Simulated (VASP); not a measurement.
# As3O (P6_3/mcm) in VASP: further runs

As3O is run at these levels: PBE; tasks: single point.

Program: VASP 6.6.1. These are calculated values, not measurements. Logs are shortened: lines on timing, memory, paths and dates and some standing lists are left out, and cuts for length are marked.

## Step 1: The cell of the first run

Symmetry: P6_3/mcm, No. 193, hexagonal system. Conventional cell: a = 5.286 Å, b = 5.286 Å, c = 5.192 Å, α = 90.00°, β = 90.00°, γ = 120.00°. As (site symmetry m2m) has 2 O at 2.36 Å and 6 As at 2.89 to 2.92 Å within 3.1 Å. O (site symmetry -3m) has 6 As at 2.36 Å and 2 O at 2.60 Å within 3.1 Å.

## Step 2: Single point, PBE

Contents of INCAR:

```
SYSTEM = As3O
PREC = Accurate ; ENCUT = 520
EDIFF = 1E-6 ; ISMEAR = 0
SIGMA = 0.1 ; LREAL = .FALSE.
LASPH = .TRUE. ; NELM = 100
ALGO = Normal ; ISIF = 2
LWAVE = .FALSE. ; LCHARG = .FALSE.
GGA = PE ; NBANDS = 31
```

Contents of KPOINTS:

```
regular mesh
0
G
  3 3 4
  0 0 0
```

Contents of POSCAR:

```
As3O
1.0
    5.2857274984      0.0000000000      0.0000000000
   -2.6428637492      4.5775742911      0.0000000000
    0.0000000000      0.0000000000      5.1918918235
As O
6 2
Direct
    0.3727931008      0.0000000000      0.2500000000
    0.3727931008      0.3727931008      0.7500000000
    0.0000000000      0.3727931008      0.2500000000
    0.6272068992      0.0000000000      0.7500000000
    0.6272068992      0.6272068992      0.2500000000
    0.0000000000      0.6272068992      0.7500000000
    0.0000000000      0.0000000000      0.0000000000
    0.0000000000      0.0000000000      0.5000000000
```

Potentials or basis: VASP PAW PBE potentials, release 64 (As, O).

Started as:

```
$ cat potpaw_PBE.64/As/POTCAR potpaw_PBE.64/O/POTCAR > POTCAR
$ mpirun -np 1 vasp_std > vasp.out
```

OUTCAR:

```text
SYSTEM = As3O
   PREC = Accurate
   ENCUT = 520
   EDIFF = 1E-6
   ISMEAR = 0
   LREAL = .FALSE.
   LASPH = .TRUE.
   NELM = 100
   ISIF = 2
   GGA = PE

 ion  position               nearest neighbor table
   1  0.373  0.000  0.250-   7 2.36   8 2.36   3 2.89   5 2.89   5 2.89   3 2.89
   2  0.373  0.373  0.750-   7 2.36   8 2.36   6 2.89   6 2.89   4 2.89   4 2.89
   3  0.000  0.373  0.250-   7 2.36   8 2.36   5 2.89   5 2.89   1 2.89   1 2.89
   4  0.627  0.000  0.750-   7 2.36   8 2.36   2 2.89   6 2.89   2 2.89   6 2.89
   5  0.627  0.627  0.250-   7 2.36   8 2.36   3 2.89   3 2.89   1 2.89   1 2.89
   6  0.000  0.627  0.750-   7 2.36   8 2.36   2 2.89   2 2.89   4 2.89   4 2.89
   7  0.000  0.000  0.000-   1 2.36   4 2.36   3 2.36   2 2.36   5 2.36   6 2.36
   8  0.000  0.000  0.500-   1 2.36   4 2.36   3 2.36   2 2.36   5 2.36   6 2.36

  LATTYP: Found a hexagonal cell.
 ALAT       =     5.2857274984
 C/A-ratio  =     0.9822473491

  Lattice vectors:

 A1 = (   5.2857274984,   0.0000000000,   0.0000000000)
 A2 = (  -2.6428637492,   4.5775742911,   0.0000000000)
 A3 = (   0.0000000000,   0.0000000000,   5.1918918235)

Analysis of symmetry for initial positions (statically):
=====================================================================
 Subroutine PRICEL returns:
 Original cell was already a primitive cell.

 Routine SETGRP: Setting up the symmetry group for a
 hexagonal supercell.

 Subroutine GETGRP returns: Found 24 space group operations
 (whereof 12 operations were pure point group operations)
 out of a pool of 24 trial point group operations.

The static configuration has the point symmetry D_3d.
 The point group associated with its full space group is D_6h.

Analysis of symmetry for dynamics (positions and initial velocities):
=====================================================================
 Subroutine PRICEL returns:
 Original cell was already a primitive cell.

 Routine SETGRP: Setting up the symmetry group for a
 hexagonal supercell.

 Subroutine GETGRP returns: Found 24 space group operations
 (whereof 12 operations were pure point group operations)
 out of a pool of 24 trial point group operations.

The dynamic configuration has the point symmetry D_3d.
 The point group associated with its full space group is D_6h.

 Subroutine INISYM returns: Found 24 space group operations
 (whereof 12 operations are pure point group operations),
 and found     1 'primitive' translations

----------------------------------------------------------------------------------------

                                     Primitive cell

  volume of cell :     125.6220

  direct lattice vectors                    reciprocal lattice vectors
     5.285727498  0.000000000  0.000000000     0.189188716  0.109228156  0.000000000
    -2.642863749  4.577574291  0.000000000     0.000000000  0.218456313  0.000000000
     0.000000000  0.000000000  5.191891823     0.000000000  0.000000000  0.192608019

  length of vectors
     5.285727498  5.285727498  5.191891823     0.218456313  0.218456313  0.192608019

  position of ions in fractional coordinates (direct lattice)
     0.372793101  0.000000000  0.250000000
     0.372793101  0.372793101  0.750000000
     0.000000000  0.372793101  0.250000000
     0.627206899  0.000000000  0.750000000
     0.627206899  0.627206899  0.250000000
     0.000000000  0.627206899  0.750000000
     0.000000000  0.000000000  0.000000000
     0.000000000  0.000000000  0.500000000

  ion indices of the primitive-cell ions
   primitive index   ion index
                 1           1
                 2           2
                 3           3
                 4           4
                 5           5
                 6           6
                 7           7
                 8           8

----------------------------------------------------------------------------------------

 KPOINTS: regular mesh

Automatic generation of k-mesh.
 Grid dimensions read from file:
 generate k-points for:    3    3    4

 Generating k-lattice:

  Cartesian coordinates                     Fractional coordinates (reciprocal lattice)
     0.063062905  0.036409385  0.000000000     0.333333333  0.000000000  0.000000000
     0.000000000  0.072818771  0.000000000     0.000000000  0.333333333  0.000000000
     0.000000000  0.000000000  0.048152005     0.000000000  0.000000000  0.250000000

  Length of vectors
     0.072818771  0.072818771  0.048152005

  Shift w.r.t. Gamma in fractional coordinates (k-lattice)
     0.000000000  0.000000000  0.000000000

 Subroutine IBZKPT returns following result:
 ===========================================

 Found      9 irreducible k-points:

 Following reciprocal coordinates:
            Coordinates               Weight
  0.000000  0.000000  0.000000      1.000000
  0.333333  0.000000  0.000000      6.000000
  0.333333  0.333333  0.000000      2.000000
  0.000000  0.000000  0.250000      2.000000
  0.333333  0.000000  0.250000     12.000000
  0.333333  0.333333  0.250000      4.000000
  0.000000  0.000000  0.500000      1.000000
  0.333333  0.000000  0.500000      6.000000
  0.333333  0.333333  0.500000      2.000000
   k-points           NKPTS =      9   k-points in BZ     NKDIM =      9   number of bands    NBANDS=     31
   number of dos      NEDOS =    301   number of ions     NIONS =      8
   total plane-waves  NPLWV =  64000
   dimension x,y,z NGX =    40 NGY =   40 NGZ =   40
   dimension x,y,z NGXF=    80 NGYF=   80 NGZF=   80
   ions per type =               6   2
   NGX,Y,Z   is equivalent  to a cutoff of  12.58, 12.58, 12.81 a.u.
   NGXF,Y,Z  is equivalent  to a cutoff of  25.16, 25.16, 25.62 a.u.
 SYSTEM =  As3O
   PREC   = accura    normal or accurate (medium, high low for compatibility)
   ISTART =      0    job   : 0-new  1-cont  2-samecut
   ICHARG =      2    charge: 1-file 2-atom 10-const
   ISPIN  =      1    spin polarized calculation?
   LNONCOLLINEAR =      F non collinear calculations
   LSORBIT =      F    spin-orbit coupling
   LASPH  =      T    aspherical Exc in radial PAW
   ENCUT  =  520.0 eV  38.22 Ry    6.18 a.u.   9.83  9.83  9.65*2*pi/ulx,y,z
   NELM   =    100;   NELMIN=  2; NELMDL= -5     # of ELM steps
   EDIFF  = 0.1E-05   stopping-criterion for ELM
   LREAL  =      F    real-space projection
   EDIFFG = 0.1E-04   stopping-criterion for IOM
   NSW    =      0    number of steps for IOM
   IBRION =     -1    ionic relax: 0-MD 1-quasi-New 2-CG
   NFREE  =      0    steps in history (QN), initial steepest desc. (CG)
   ISIF   =      2    stress and relaxation
   ISYM   =      2    0-nonsym 1-usesym 2-fastsym
   POTIM  = 0.5000    time-step for ionic-motion
   TEBEG  =    0.0;   TEEND  =   0.0 temperature during run
   PSTRESS=    0.0 pullay stress
   NELECT =      42.0000    total number of electrons
   NUPDOWN=      -1.0000    fix difference up-down
   EMIN   =  10.00;   EMAX   =-10.00  energy-range for DOS
   EFERMI =   0.00;   METHOD = LEGACY
   ISMEAR =     0;   SIGMA  =   0.10  broadening in eV -4-tet -1-fermi 0-gaus
   EFERMI_NEDOS =   21; number of points for ismear=-14 and -15
   IALGO  =     38    algorithm
   IMIX   =      4    mixing-type and parameters
     AMIX     =   0.40;   BMIX     =  1.00
     AMIX_MAG =   1.60;   BMIX_MAG =  1.00
  volume/ion in A,a.u.               =      15.70       105.97
  Fermi-wavevector in a.u.,A,eV,Ry     =   1.136238  2.147179 17.565623  1.291037
  Thomas-Fermi vector in A             =   2.272943
   LORBIT       =      0    0 simple, 1 ext, 2 COOP (PROOUT), +10 PAW based schemes
   GGA     = PE    functional components
   LHFCALC =     F    Hartree Fock is set to
   AEXX    =    0.0000 exact exchange contribution
   IVDW    =     0    specifies the selected vdW correction
   LEPSILON=     F    determine dielectric tensor
   LRPA    =     F    only Hartree local field effects (RPA)
 non-spin polarized calculation
 Gauss-broadening in eV      SIGMA  =   0.10
  energy-cutoff  :      520.00
  volume of cell :      125.62
 maximum number of plane-waves:      3414
 NGX is ok and might be reduce to    40
   NGX = 19   NGY = 19   NGZ = 19

 number of electron      41.9999995 magnetization

 Free energy of the ion-electron system (eV)
  ---------------------------------------------------
  ext. energy  EPLUGINS =         0.00000000
  ---------------------------------------------------
  free energy    TOTEN  =       -36.48463999 eV

  energy without entropy =      -36.47767976  energy(sigma->0) =      -36.48115988

 E-fermi :   6.0749     XC(G=0): -11.0276

 val. band max:        6.0014796921   @ k =   0.0000   0.0000   0.2500
 cond. band min:       6.4597712288   @ k =   0.0000   0.0000   0.0000
 fundamental gap:      0.4582915367
 Fermi energy:         6.0748732397

 k-point     1 :       0.0000    0.0000    0.0000
  band No.  band energies     occupation
      1     -12.8683      2.00000
      2     -11.4386      2.00000
      3      -7.1222      2.00000
      4      -5.1187      2.00000
      5      -3.5271      2.00000
      6      -3.5271      2.00000
[... 23 lines left out ...]
     30      10.8582      0.00000
     31      11.4246      0.00000

 k-point     2 :       0.3333    0.0000    0.0000
  band No.  band energies     occupation
      1     -12.7736      2.00000
      2     -11.4243      2.00000
      3      -7.2174      2.00000
      4      -5.1328      2.00000
      5      -4.5641      2.00000
      6      -4.4567      2.00000
[... 23 lines left out ...]
     30      11.1582      0.00000
     31      11.1672      0.00000

 k-point     3 :       0.3333    0.3333    0.0000
  band No.  band energies     occupation
      1     -12.7248      2.00000
      2     -11.4171      2.00000
      3      -6.7040      2.00000
      4      -6.7040      2.00000
      5      -3.9742      2.00000
      6      -3.3573      2.00000
[... 193 lines left out ...]
     30      10.0645      0.00000
     31      11.1266      0.00000

 k-point     9 :       0.3333    0.3333    0.5000
  band No.  band energies     occupation
      1     -12.1400      2.00000
      2     -12.1400      2.00000
      3      -5.5187      2.00000
      4      -5.5187      2.00000
      5      -5.5187      2.00000
      6      -5.5187      2.00000
[... 23 lines left out ...]
     30      10.3348      0.00000
     31      10.3348      0.00000

------------------------ aborting loop because EDIFF is reached ----------------------------------------

  FORCE on cell =-STRESS in cart. coord.  units (eV):
  Direction    XX          YY          ZZ          XY          YZ          ZX
  --------------------------------------------------------------------------------------
  -------------------------------------------------------------------------------------
  Total       -0.1657666     -0.1657666     -0.0852154     -0.0000000      0.0000000     -0.0000000
  in kB       -2.1141796     -2.1141796     -1.0868335     -0.0000000      0.0000000     -0.0000000
  external PRESSURE =      -1.7717309 kB  Pullay stress =       0.0000000 kB

 VOLUME and BASIS-vectors are now :
 -----------------------------------------------------------------------------
  energy-cutoff  :      520.00
  volume of cell :      125.62
      direct lattice vectors                 reciprocal lattice vectors
     5.285727498  0.000000000  0.000000000     0.189188716  0.109228156  0.000000000
    -2.642863749  4.577574291  0.000000000     0.000000000  0.218456313  0.000000000
     0.000000000  0.000000000  5.191891823     0.000000000  0.000000000  0.192608019

 POSITION                                       TOTAL-FORCE (eV/Angst)
 -----------------------------------------------------------------------------------
      1.97048      0.00000      1.29797        -0.010137      0.000000     -0.000000
      0.98524      1.70649      3.89392        -0.005068     -0.008779     -0.000000
     -0.98524      1.70649      1.29797         0.005068     -0.008779      0.000000
      3.31524      0.00000      3.89392         0.010137      0.000000      0.000000
      1.65762      2.87109      1.29797         0.005068      0.008779      0.000000
     -1.65762      2.87109      3.89392        -0.005068      0.008779     -0.000000
      0.00000      0.00000      0.00000         0.000000      0.000000      0.000000
      0.00000      0.00000      2.59595         0.000000      0.000000      0.000000
 -----------------------------------------------------------------------------------
    total drift:                               -0.000000      0.000000      0.000000

  FREE ENERGIE OF THE ION-ELECTRON SYSTEM (eV)
  ---------------------------------------------------
  free  energy   TOTEN  =       -36.4846399949 eV

  energy  without entropy=      -36.4776797590  energy(sigma->0) =      -36.48115988
```

Wall time 38 s (1 thread of Intel Xeon Platinum 8488C (Sapphire Rapids), shared host); peak memory 0.24 GiB.

Results:

```
Free energy            : -36.4846 eV
Pressure               : -0.2 GPa
Largest force          : 0.010 eV/Å
Band gap on the k mesh : zero (band 21 reaches 6.75 eV, above the bottom of band 22 at 5.09 eV)
```

Forces in eV/Å, atoms in the order of the input:
```
As  -0.010  0.000  0.000
As  -0.005 -0.009  0.000
As   0.005 -0.009  0.000
As   0.010  0.000  0.000
As   0.005  0.009  0.000
As  -0.005  0.009  0.000
O    0.000  0.000  0.000
O    0.000  0.000  0.000
```

Stress tensor (GPa, compression positive):
```
-0.21  0.00  0.00
 0.00 -0.21  0.00
 0.00  0.00 -0.11
```

Caveat: the k points lie up to 0.46 Å⁻¹ apart.

## Step 3: Single point, PBE

This run uses another cell than the first one, of 26.89 Å³/atom, 1.712 times its volume.

Contents of INCAR:

```
SYSTEM = As3O
  ALGO = Normal
  EDIFF = 1E-6
  ENCUT = 520
  GGA = PE
  ISIF = 2
  ISMEAR = 0
  LASPH = .True.
  LCHARG = .False.
  LREAL = .False.
  LWAVE = .False.
  NBANDS = 31
  NELM = 80
  PREC = Accurate
  SIGMA = 0.1
```

Contents of KPOINTS:

```
k-points
0
Gamma
  3 3 4
  0 0 0
```

Contents of POSCAR:

```
As3O
1.0
    6.6192845600      0.0000000000      0.0000000000
   -3.3096422800      5.7324685800      0.0000000000
    0.0000000000      0.0000000000      5.6693652000
As O
6 2
Direct
    0.2500000000      0.0000000000      0.2500000000
    0.2500000000      0.2500000000      0.7500000000
    0.0000000000      0.2500000000      0.2500000000
    0.7500000000      0.0000000000      0.7500000000
    0.7500000000      0.7500000000      0.2500000000
    0.0000000000      0.7500000000      0.7500000000
    0.0000000000      0.0000000000      0.0000000000
    0.0000000000      0.0000000000      0.5000000000
```

Potentials or basis: VASP PAW PBE potentials, release 64 (As, O).

Started as:

```
$ cat potpaw_PBE.64/As/POTCAR potpaw_PBE.64/O/POTCAR > POTCAR
$ mpirun -np 1 vasp_std > vasp.out
```

Run time: 62 s. Hardware: 1 thread of Intel Xeon Platinum 8488C (Sapphire Rapids), shared host; peak memory 0.31 GiB.

Results (log left out):

* Free energy: -30.1425 eV
* Pressure: 2.2 GPa
* Largest force: 0.938 eV/Å
* Band gap on the k mesh: zero (band 21 reaches 2.42 eV, above the bottom of band 22 at 2.16 eV)

Forces on the atoms (eV/Å):
```
As   0.938  0.000  0.000
As   0.469  0.813  0.000
As  -0.469  0.813  0.000
As  -0.938  0.000  0.000
As  -0.469 -0.813  0.000
As   0.469 -0.813  0.000
O    0.000  0.000  0.000
O    0.000  0.000  0.000
```

Stress tensor (GPa, compression positive):
```
1.16 0.00 0.00
0.00 1.16 0.00
0.00 0.00 4.33
```

Levels at points of the mesh, in eV from the Fermi level:
```csv
k point,band 17,band 18,band 19,band 20,band 21,band 22,band 23,band 24,band 25,band 26
"(0.00, 0.00, 0.00)",-2.63,-2.01,-0.96,-0.64,-0.64,0.33,0.33,1.19,1.19,1.46
"(0.00, 0.00, 0.50)",-1.78,-1.78,-0.17,-0.17,-0.03,-0.03,0.72,0.72,0.72,0.72
```

Caveat: the k points lie up to 0.37 Å⁻¹ apart; this functional lacks dispersion, which binds the layers, so the pressure and a relaxed spacing across them are unreliable.

[end of part 1 of 2]
